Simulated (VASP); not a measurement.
HfC, 4 atoms in the cell. It takes space group P6_3/mmc (No. 194, hexagonal). The conventional cell has a = 3.343 Å, b = 3.343 Å, c = 5.203 Å, α = 90.00°, β = 90.00°, γ = 120.00°. Hf (site symmetry -6m2) has 6 C at 2.33 Å within 3.1 Å. Within 3.1 Å of C (site symmetry -3m) lie 6 Hf at 2.33 Å and 2 C at 2.60 Å. 

```yaml
Program: VASP 6.6.1
Task: single point
Functional: PBEsol
Potentials_or_basis: VASP PAW PBE potentials, release 64 (Hf_pv, C)
Cutoff: 520 eV
k_mesh: 7 × 7 × 4
Occupations: fermi-dirac, width 0.05 eV
Spin: no spin polarisation
Dipole_correction: no
Further_INCAR_settings: ALGO = Normal; EDIFF = 1e-06; NBANDS = 22
```

Potentials or basis: VASP PAW PBE potentials, release 64 (Hf_pv, C).

The run is started by

```console
$ cat potpaw_PBE.64/Hf_pv/POTCAR potpaw_PBE.64/C/POTCAR > POTCAR
$ mpirun -np 1 vasp_std > vasp.out
```

Hardware: 1 thread of Intel(R) Xeon(R) Platinum 8488C (Sapphire Rapids) (shared host).

Estimate the wall time of this run.

Run time: 16 s on 1 thread of Intel(R) Xeon(R) Platinum 8488C (Sapphire Rapids) (shared host), peak memory 0.18 GiB. Counts: scf iterations 13, k points 24.
